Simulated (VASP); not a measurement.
A run of VASP 6.6.1 is set up as follows.

POSCAR

```
Te
1.0
    6.1700824226      0.0000000000      0.0000000000
    0.0000000000      6.1700824226      0.0000000000
    0.0000000000      0.0000000000      6.1700824226
Te
8
Direct
    1.0000000000      0.0000000000      1.0000000000
    0.5000000000      0.5000000000      0.5000000000
    0.2500000000      1.0000000000      0.5000000000
    0.7500000000      1.0000000000      0.5000000000
    0.5000000000      0.2500000000      0.0000000000
    0.5000000000      0.7500000000      0.0000000000
    1.0000000000      0.5000000000      0.2500000000
    1.0000000000      0.5000000000      0.7500000000
```

The input INCAR.step1:

```
SYSTEM = Te
PREC = Accurate
ENCUT = 520
ISMEAR = -1
SIGMA = 0.1
LREAL = .False.
LASPH = .True.
NELM = 80
NBANDS = 34
GGA = PE
ALGO = Normal
EDIFF = 1E-4
LWAVE = .True.
LCHARG = .False.
```

Contents of INCAR.step2:

```
SYSTEM = Te
PREC = Accurate
ENCUT = 520
EDIFF = 1E-7
ISMEAR = -1
SIGMA = 0.1
LREAL = .False.
LASPH = .True.
NELM = 80
ALGO = Normal
ISIF = 2
LWAVE = .False.
LCHARG = .False.
METAGGA = R2SCAN
LMIXTAU = .True.
NBANDS = 34
ISTART = 1
```

KPOINTS

```
Automatic mesh
0
Gamma
  4 4 4
  0 0 0
```

Potentials or basis: VASP PAW PBE potentials, release 64 (Te).

Command:

```sh
$ cat potpaw_PBE.64/Te/POTCAR > POTCAR
$ cp INCAR.step1 INCAR
$ mpirun -np 1 vasp_std > vasp.out
$ cp INCAR.step2 INCAR
$ mpirun -np 1 vasp_std > vasp.out
```

Q: Predict the pressure.

A: -0.1 GPa.

Q: Predict the band gap on the k mesh.

A: Zero (band 24 reaches 7.35 eV, above the bottom of band 25 at 6.40 eV).

Caveat: the PAW data sets were made with another functional, which shifts forces and pressure a little; spin-orbit coupling is left out, which moves the levels of the heavy elements.
